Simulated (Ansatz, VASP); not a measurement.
## Two plane-wave programs on GaAs

Contents of INCAR:

```
SYSTEM = GaAs
  PREC = Accurate
  ENCUT = 520
  EDIFF = 1E-8
  ISMEAR = 0
  SIGMA = 0.01
  LREAL = Auto
  LASPH = .TRUE.
  NELM = 60
  ALGO = Normal
  ISIF = 2
  LWAVE = .FALSE.
  LCHARG = .FALSE.
  GGA = PS
  LEFG = .TRUE.
  NBANDS = 86
  KPAR = 4
```

KPOINTS

```
Automatic mesh
0
G
  8 8 8
  0 0 0
```

POSCAR

```
GaAs
1.0
    0.0000000000      5.6537000000      5.6537000000
    5.6537000000      0.0000000000      5.6537000000
    5.6537000000      5.6537000000      0.0000000000
Ga As
8 8
Direct
    0.0000000000      0.0000000000      0.0000000000
    0.0000000000      0.0000000000      0.5000000000
    0.0000000000      0.5000000000      0.0000000000
    0.0000000000      0.5000000000      0.5000000000
    0.5000000000      0.0000000000      0.0000000000
    0.5000000000      0.0000000000      0.5000000000
    0.5000000000      0.5000000000      0.0000000000
    0.5000000000      0.5000000000      0.5000000000
    0.1250000000      0.1250000000      0.1250000000
    0.1250000000      0.1250000000      0.6250000000
    0.1250000000      0.6250000000      0.1250000000
    0.1250000000      0.6250000000      0.6250000000
    0.6250000000      0.1250000000      0.1250000000
    0.6250000000      0.1250000000      0.6250000000
    0.6250000000      0.6250000000      0.1250000000
    0.6250000000      0.6250000000      0.6250000000
```

Input for Ansatz:

```yaml
crystal:
  lattice:
    - [0.0, 5.6537, 5.6537]
    - [5.6537, 0.0, 5.6537]
    - [5.6537, 5.6537, 0.0]
  atoms:
    - { symbol: Ga, position: [0.0, 0.0, 0.0] }
    - { symbol: Ga, position: [0.0, 0.0, 0.5] }
    - { symbol: Ga, position: [0.0, 0.5, 0.0] }
    - { symbol: Ga, position: [0.0, 0.5, 0.5] }
    - { symbol: Ga, position: [0.5, 0.0, 0.0] }
    - { symbol: Ga, position: [0.5, 0.0, 0.5] }
    - { symbol: Ga, position: [0.5, 0.5, 0.0] }
    - { symbol: Ga, position: [0.5, 0.5, 0.5] }
    - { symbol: As, position: [0.125, 0.125, 0.125] }
    - { symbol: As, position: [0.125, 0.125, 0.625] }
    - { symbol: As, position: [0.125, 0.625, 0.125] }
    - { symbol: As, position: [0.125, 0.625, 0.625] }
    - { symbol: As, position: [0.625, 0.125, 0.125] }
    - { symbol: As, position: [0.625, 0.125, 0.625] }
    - { symbol: As, position: [0.625, 0.625, 0.125] }
    - { symbol: As, position: [0.625, 0.625, 0.625] }
kpoints:
  mp_grid: { grid: [8, 8, 8] }
scf:
  occupations: { method: fixed }
hamiltonian:
  xc: pbesol
  pseudopotentials: { kind: paw, azcp: { folder: soft_1 } }
output:
  forces: true
  efg:
    quadrupole_moments_barn: { Ga: 0.107, As: 0.311 }
    contact_densities: true
  core_levels:
    shells: { Ga: "3d", As: "3d" }
    counted_from: valence_top
    eps_inf: [13.347, 13.347, 13.347]
```

Alike in both runs: task electric field gradients; functional PBEsol; k mesh 8 × 8 × 8; no spin polarisation.

|  | VASP | Ansatz |
| --- | --- | --- |
| version | VASP 6.6.1 | Ansatz 0.2.0 |
| potentials or method | VASP PAW PBE potentials, release 64 (Ga_d, As) | plane-wave PAW, scalar-relativistic |
| plane-wave cutoff (eV) | 520 | 420 |
| occupations | gaussian, width 0.01 eV | fixed |
| valence electrons in the cell | 144 | 224 |

|  | VASP | Ansatz | Ansatz less VASP |
| --- | --- | --- | --- |
| gap on the k mesh at the Fermi level (eV) | 0.46 | 0.45 | -0.011 |

VASP's potentials were made for PBE, not for PBEsol, and Ansatz warns of the same on its side. VASP's potentials hold 144 valence electrons a cell and Ansatz's 224, so a difference there can come from the potentials and not from the codes.
